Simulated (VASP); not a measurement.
# NiO in VASP: further runs, part 2 of 2

VASP 6.6.1. The steps go on from the part before.

**5. Relaxation of shape and atoms at fixed volume, PBE (9.17 Å³/atom)**

This run uses another cell than the first one, of 9.17 Å³/atom.

INCAR reads:

```
PREC = Accurate
ENCUT = 600
EDIFF = 1E-6
ISMEAR = 0
SIGMA = 0.05
LREAL = F
LASPH = T
NELM = 60
ALGO = Normal
ISIF = 4
LWAVE = F
LCHARG = F
GGA = PE
IBRION = 2
NSW = 60
EDIFFG = -0.01
```

KPOINTS reads:

```
regular mesh
0
Gamma
  14 14 14
```

POSCAR reads:

```
NiO
1.0
    1.4802574848      0.8546270573      2.4172370492
   -1.4802574848      0.8546270573      2.4172370492
    0.0000000000     -1.7092541146      2.4172370492
Ni O
1 1
Direct
    1.0000000000      0.0000000000      0.0000000000
    0.5000000000      0.5000000000      0.5000000000
```

Potentials or basis: VASP PAW PBE potentials, release 64 (Ni, O).

Command:

```bash
> cat potpaw_PBE.64/Ni/POTCAR potpaw_PBE.64/O/POTCAR > POTCAR
> mpirun -np 1 vasp_std > vasp.out
```

OUTCAR:

```text
PREC = Accurate
   ENCUT = 600
   EDIFF = 1E-6
   ISMEAR = 0
   LREAL = F
   LASPH = T
   NELM = 60
   ISIF = 4
   GGA = PE
   IBRION = 2
   NSW = 60
   EDIFFG = -0.01

 ion  position               nearest neighbor table
   1  0.000  0.000  0.000-   2 2.09   2 2.09   2 2.09   2 2.09   2 2.09   2 2.09
   2  0.500  0.500  0.500-   1 2.09   1 2.09   1 2.09   1 2.09   1 2.09   1 2.09

  LATTYP: Found a face centered cubic cell.
 ALAT       =     4.1867850626

  Lattice vectors:

 A1 = (   1.4802574848,   0.8546270573,   2.4172370492)
[... 541 lines left out ...]
     10      12.7829      0.00000
     11      20.3910      0.00000
     12      22.2909      0.00000

 [... further k-points ...]
[... 5 lines left out ...]
  --------------------------------------------------------------------------------------
  -------------------------------------------------------------------------------------
  Total       -0.4390793     -0.4390793     -0.4390745     -0.0000000      0.0000000      0.0000000
  in kB      -38.3415075    -38.3415075    -38.3410855     -0.0000000      0.0000000      0.0000000
  external PRESSURE =     -38.3413668 kB  Pullay stress =       0.0000000 kB

 VOLUME and BASIS-vectors are now :
 -----------------------------------------------------------------------------
  energy-cutoff  :      600.00
  volume of cell :       18.35
      direct lattice vectors                 reciprocal lattice vectors
     1.480257485  0.854627057  2.417237049     0.337779072  0.195016838  0.137898488
    -1.480257485  0.854627057  2.417237049    -0.337779072  0.195016838  0.137898488
     0.000000000 -1.709254115  2.417237049     0.000000000 -0.390033677  0.137898488

 POSITION                                       TOTAL-FORCE (eV/Angst)
 -----------------------------------------------------------------------------------
      0.00000      0.00000      0.00000        -0.000000      0.000000     -0.000000
      0.00000      0.00000      3.62586         0.000000     -0.000000      0.000000
 -----------------------------------------------------------------------------------
    total drift:                               -0.000000      0.000000     -0.000000

  FREE ENERGIE OF THE ION-ELECTRON SYSTEM (eV)
  ---------------------------------------------------
  free  energy   TOTEN  =       -11.3779703333 eV

  energy  without entropy=      -11.3748312368  energy(sigma->0) =      -11.37640079

 reached required accuracy - stopping structural energy minimisation
```

CONTCAR:

```text
NiO
   1.00000000000000
     1.4802574848000001    0.8546270573000000    2.4172370492000002
    -1.4802574848000001    0.8546270573000000    2.4172370492000002
     0.0000000000000000   -1.7092541146000000    2.4172370492000002
  Ni              O
     1     1
Direct
     0.0000000000000000    0.0000000000000000    0.0000000000000000
     0.5000000000000000    0.5000000000000000    0.5000000000000000

  0.00000000E+00  0.00000000E+00  0.00000000E+00
  0.00000000E+00  0.00000000E+00  0.00000000E+00
```

It took 8.8 s on 1 thread of Intel Xeon 6975P-C (Granite Rapids), shared host; peak memory 0.15 GiB.

Results:

```yaml
Free_energy: -11.3780 eV
Pressure_after_relaxing: -3.8 GPa
Band_gap_on_the_k_mesh: zero (bands 8 and 9 overlap by 2.79 eV)
```

Final structure:
```
CELL_PARAMETERS angstrom
1.48026 0.85463 2.41724
-1.48026 0.85463 2.41724
0.00000 -1.70925 2.41724
ATOMIC_POSITIONS crystal
Ni 0.00000 0.00000 0.00000
O 0.50000 0.50000 0.50000
```

Caveat: the relaxation stopped at its first step, so nothing moved; the run has no spin polarisation, though such a crystal can be magnetic; semilocal functionals often make such compounds metallic where correlation or magnetic order opens a gap, which also shifts bond lengths. Spin polarisation is off, so any magnetic state and its effect on volume and gap are missing.

**6. Relaxation of shape and atoms at fixed volume, PBE (9.35 Å³/atom)**

This run uses another cell than the first one, of 9.35 Å³/atom.

INCAR reads:

```
SYSTEM = NiO
ALGO     = Normal         ! electronic algorithm
EDIFF    = 1E-6           ! SCF threshold, eV
EDIFFG   = -0.01          ! ionic threshold
ENCUT    = 600            ! plane-wave cutoff, eV
GGA      = PE             ! functional
IBRION   = 2              ! ionic algorithm
ISIF     = 4              ! what is computed and relaxed
ISMEAR   = 0              ! smearing method
LASPH    = .TRUE.         ! aspherical terms in the spheres
LCHARG   = .FALSE.        ! write CHGCAR
LREAL    = .FALSE.        ! projectors in reciprocal space
LWAVE    = .FALSE.        ! write WAVECAR
NELM     = 80             ! most SCF steps
NSW      = 60             ! ionic steps
PREC     = Accurate       ! precision mode
SIGMA    = 0.05           ! smearing width, eV
```

KPOINTS reads:

```
k-points
0
G
  14 14 14
  0 0 0
```

POSCAR reads:

```
NiO
1.0
    1.4898698157      0.8601767392      2.4329338335
   -1.4898698157      0.8601767392      2.4329338335
    0.0000000000     -1.7203534783      2.4329338335
Ni O
1 1
Direct
    1.0000000000      0.0000000000      0.0000000000
    0.5000000000      0.5000000000      0.5000000000
```

Potentials or basis: VASP PAW PBE potentials, release 64 (Ni, O).

Command:

```bash
> cat potpaw_PBE.64/Ni/POTCAR potpaw_PBE.64/O/POTCAR > POTCAR
> mpirun -np 1 vasp_std > vasp.out
```

OUTCAR:

```text
SYSTEM = NiO
   EDIFF = 1E-6
   EDIFFG = -0.01
   ENCUT = 600
   GGA = PE
   IBRION = 2
   ISIF = 4
   ISMEAR = 0
   LASPH = .TRUE.
   LREAL = .FALSE.
   NELM = 80
   NSW = 60
   PREC = Accurate

 ion  position               nearest neighbor table
   1  0.000  0.000  0.000-   2 2.11   2 2.11   2 2.11   2 2.11   2 2.11   2 2.11
   2  0.500  0.500  0.500-   1 2.11   1 2.11   1 2.11   1 2.11   1 2.11   1 2.11

  LATTYP: Found a face centered cubic cell.
 ALAT       =     4.2139727404

  Lattice vectors:

 A1 = (   1.4898698157,   0.8601767392,   2.4329338335)
 A2 = (  -1.4898698157,   0.8601767392,   2.4329338335)
 A3 = (   0.0000000000,  -1.7203534783,   2.4329338335)

Analysis of symmetry for initial positions (statically):
=====================================================================
 Subroutine PRICEL returns:
 Original cell was already a primitive cell.

 Routine SETGRP: Setting up the symmetry group for a
 face centered cubic supercell.

 Subroutine GETGRP returns: Found 48 space group operations
 (whereof 48 operations were pure point group operations)
 out of a pool of 48 trial point group operations.

The static configuration has the point symmetry O_h .

Analysis of symmetry for dynamics (positions and initial velocities):
=====================================================================
 Subroutine PRICEL returns:
 Original cell was already a primitive cell.

 Routine SETGRP: Setting up the symmetry group for a
 face centered cubic supercell.

 Subroutine GETGRP returns: Found 48 space group operations
 (whereof 48 operations were pure point group operations)
 out of a pool of 48 trial point group operations.

The dynamic configuration has the point symmetry O_h .

 Subroutine INISYM returns: Found 48 space group operations
 (whereof 48 operations are pure point group operations),
 and found     1 'primitive' translations

[... 116 lines left out ...]
  Fermi-wavevector in a.u.,A,eV,Ry     =   1.553969  2.936575 32.855609  2.414819
  Thomas-Fermi vector in A             =   2.658123
   LORBIT       =      0    0 simple, 1 ext, 2 COOP (PROOUT), +10 PAW based schemes
   GGA     = PE    functional components
   LHFCALC =     F    Hartree Fock is set to
   AEXX    =    0.0000 exact exchange contribution
   IVDW    =     0    specifies the selected vdW correction
   LEPSILON=     F    determine dielectric tensor
   LRPA    =     F    only Hartree local field effects (RPA)
 conjugate gradient relaxation of ions
 non-spin polarized calculation
 Gauss-broadening in eV      SIGMA  =   0.05
  energy-cutoff  :      600.00
  volume of cell :       18.71
 maximum number of plane-waves:       637
   NGX = 11   NGY = 11   NGZ = 11

 number of electron      16.0000007 magnetization

 Free energy of the ion-electron system (eV)
  ---------------------------------------------------
  ext. energy  EPLUGINS =         0.00000000
  ---------------------------------------------------
  free energy    TOTEN  =       -11.36585676 eV

  energy without entropy =      -11.36273889  energy(sigma->0) =      -11.36429782

 E-fermi :   7.4262     XC(G=0): -12.5289

 val. band max:        7.4178511489   @ k =  -0.3571   0.2857   0.1429
 cond. band min:       7.4294069859   @ k =   0.2857   0.0714   0.0000
 fundamental gap:      0.0115558370
 Fermi energy:         7.4261711867

 k-point     1 :       0.0000    0.0000    0.0000
  band No.  band energies     occupation
      1     -12.7259      2.00000
      2       4.4732      2.00000
      3       4.4732      2.00000
      4       4.4732      2.00000
      5       5.6946      2.00000
      6       5.6946      2.00000
      7       5.6946      2.00000
      8       5.9986      2.00000
      9       5.9986      2.00000
     10       8.9815      0.00000
     11      25.2488      0.00000
     12      26.3868      0.00000
[... 331 lines left out ...]
 k-point    24 :       0.2857    0.1429    0.0000
  band No.  band energies     occupation
      1     -12.0591      2.00000
      2       1.3841      2.00000
      3       3.0350      2.00000
      4       3.2746      2.00000
      5       5.6522      2.00000
      6       6.2684      2.00000
      7       6.5079      2.00000
      8       6.9857      2.00000
      9       7.6019      0.00000
     10      12.3869      0.00000
     11      20.0062      0.00000
     12      21.8642      0.00000

 [... further k-points ...]
[... 5 lines left out ...]
  --------------------------------------------------------------------------------------
  -------------------------------------------------------------------------------------
  Total       -0.8544364     -0.8544364     -0.8544270     -0.0000000     -0.0000000     -0.0000000
  in kB      -73.1766879    -73.1766879    -73.1758826     -0.0000000     -0.0000000     -0.0000000
  external PRESSURE =     -73.1764195 kB  Pullay stress =       0.0000000 kB

 VOLUME and BASIS-vectors are now :
 -----------------------------------------------------------------------------
  energy-cutoff  :      600.00
  volume of cell :       18.71
      direct lattice vectors                 reciprocal lattice vectors
     1.489869816  0.860176739  2.432933833     0.335599792  0.193758630  0.137008795
    -1.489869816  0.860176739  2.432933833    -0.335599792  0.193758630  0.137008795
     0.000000000 -1.720353478  2.432933833     0.000000000 -0.387517260  0.137008795

 POSITION                                       TOTAL-FORCE (eV/Angst)
 -----------------------------------------------------------------------------------
      0.00000      0.00000      0.00000         0.000000      0.000000     -0.000000
      0.00000      0.00000      3.64940        -0.000000     -0.000000      0.000000
 -----------------------------------------------------------------------------------
    total drift:                               -0.000000      0.000000     -0.000000

  FREE ENERGIE OF THE ION-ELECTRON SYSTEM (eV)
  ---------------------------------------------------
  free  energy   TOTEN  =       -11.3658567568 eV

  energy  without entropy=      -11.3627388910  energy(sigma->0) =      -11.36429782

 reached required accuracy - stopping structural energy minimisation
```

It took 8.7 s on 1 thread of Intel Xeon 6975P-C (Granite Rapids), shared host; peak memory 0.16 GiB.

What came out:

```yaml
Free_energy: -11.3659 eV
Pressure_after_relaxing: -7.3 GPa
Band_gap_on_the_k_mesh: zero (bands 8 and 9 overlap by 2.71 eV)
```

Final structure:
```cif
data_structure
_symmetry_space_group_name_H-M 'P 1'
_symmetry_Int_Tables_number 1
_cell_length_a 2.9797
_cell_length_b 2.9797
_cell_length_c 2.9797
_cell_angle_alpha 60.000
_cell_angle_beta 60.000
_cell_angle_gamma 60.000
_cell_volume 18.71
loop_
_atom_site_label
_atom_site_type_symbol
_atom_site_fract_x
_atom_site_fract_y
_atom_site_fract_z
_atom_site_occupancy
Ni1 Ni 0.00000 0.00000 0.00000 1
O1 O 0.50000 0.50000 0.50000 1
```

Levels at points of the mesh, in eV from the Fermi level:
| k point | band 6 | band 7 | band 8 | band 9 | band 10 | band 11 |
| --- | --- | --- | --- | --- | --- | --- |
| (0.00, 0.00, 0.00) | -1.73 | -1.73 | -1.43 | -1.43 | 1.56 | 17.82 |
| (0.50, 0.00, 0.00) | -0.95 | -0.60 | 1.28 | 1.28 | 5.67 | 9.87 |
| (0.50, 0.50, 0.00) | -1.06 | -0.70 | -0.70 | -0.59 | 6.33 | 10.44 |

Caveat: the relaxation stopped at its first step, so nothing moved; the run has no spin polarisation, though such a crystal can be magnetic; semilocal functionals often make such compounds metallic where correlation or magnetic order opens a gap, which also shifts bond lengths. Spin polarisation is off, so any magnetic state and its effect on volume and gap are missing.

**7. Summary**

```csv
task,cell,gap on the mesh (eV),pressure (GPa)
relaxation of cell and atoms,"relaxed from a = 2.862 Å, angles 60.3°, 2 atoms",none,-0.1
relaxation of shape and atoms at fixed volume,"relaxed from a = 2.901 Å, angles 60.0°, 2 atoms",none,9.2
relaxation of shape and atoms at fixed volume,"relaxed from a = 2.921 Å, angles 60.0°, 2 atoms",none,4.3
relaxation of shape and atoms at fixed volume,"relaxed from a = 2.961 Å, angles 60.0°, 2 atoms",none,-3.8
relaxation of shape and atoms at fixed volume,"relaxed from a = 2.980 Å, angles 60.0°, 2 atoms",none,-7.3
```

Alike in all rows: level PBE; potentials or basis VASP PAW PBE potentials, release 64 (Ni, O); no spin polarisation; k mesh 14 × 14 × 14; cutoff (eV) 600; smearing gaussian 0.05 eV.

Caveats: the run has no spin polarisation, though such a crystal can be magnetic; semilocal functionals often make such compounds metallic where correlation or magnetic order opens a gap, which also shifts bond lengths; the relaxation stopped at its first step, so nothing moved (at least some runs).

Absolute energies hang on the potentials; compare differences alone.
